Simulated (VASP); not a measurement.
A run of VASP 6.6.1:

Contents of INCAR:

```
SYSTEM = P
ALGO = Fast
EDIFF = 1E-7
ENCUT = 520
GGA = PE
ISIF = 2
ISMEAR = 0
IVDW = 12
LASPH = .TRUE.
LCHARG = .TRUE.
LELF = .TRUE.
LREAL = .FALSE.
LVHAR = .TRUE.
LWAVE = .FALSE.
NBANDS = 12
NELM = 60
PREC = Accurate
SIGMA = 0.15
```

File KPOINTS:

```
k-points
0
G
  28 28 28
  0 0 0
```

Contents of POSCAR:

```
P
1.0
   -1.8017166830      2.5591147309      1.5435560224
    1.8017166830     -2.5591147309      1.5435560224
    1.8017166830      2.5591147309     -1.5435560224
P
2
Direct
    0.7744345158      0.0244345158      0.7500000000
    0.2255654842      0.9755654842      0.2500000000
```

Potentials or basis: VASP PAW PBE potentials, release 64 (P).

The run is started by

```sh
$ cat potpaw_PBE.64/P/POTCAR > POTCAR
$ mpirun -np 1 vasp_std > vasp.out
```

Hardware: 1 thread of Oxide Virtual Turin-like Processor, with other jobs on the host.

Problem. How long does it take, and how much memory?

Solution. It took 23 min on 1 thread of Oxide Virtual Turin-like Processor, on a shared host, peak memory 0.8 GiB. Counts: scf iterations 12, k points 3060.
